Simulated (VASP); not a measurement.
A run of VASP 6.6.1:

INCAR

```
  PREC = Accurate
  ENCUT = 520
  EDIFF = 1E-6
  ISMEAR = 0
  SIGMA = 0.03
  LREAL = False
  LASPH = True
  NELM = 80
  ALGO = Normal
  ISIF = 2
  LWAVE = False
  LCHARG = True
  GGA = PS
  LELF = True
  LVHAR = True
  NBANDS = 16
```

File KPOINTS:

```
Automatic mesh
0
Gamma
  12 12 12
```

POSCAR

```
Si
1.0
   -3.1627769952      3.1627769952      2.0605492124
    3.1627769952     -3.1627769952      2.0605492124
    3.1627769952      3.1627769952     -2.0605492124
Si
4
Direct
    0.1787304307      0.1787304307      0.3574608614
    0.8212695693      0.8212695693      0.6425391386
    0.1787304307      0.8212695693      0.0000000000
    0.8212695693      0.1787304307      0.0000000000
```

Potentials or basis: VASP PAW PBE potentials, release 64 (Si).

Command:

```sh
$ cat potpaw_PBE.64/Si/POTCAR > POTCAR
$ mpirun -np 1 vasp_std > vasp.out
```

Hardware: 1 thread of Intel Xeon 8259CL (shared host).

Question: Estimate the wall time of this run.

Answer: Wall time 3.7 min on 1 thread of Intel Xeon 8259CL (shared host), peak memory 0.33 GiB. Counts: scf iterations 13, k points 163.
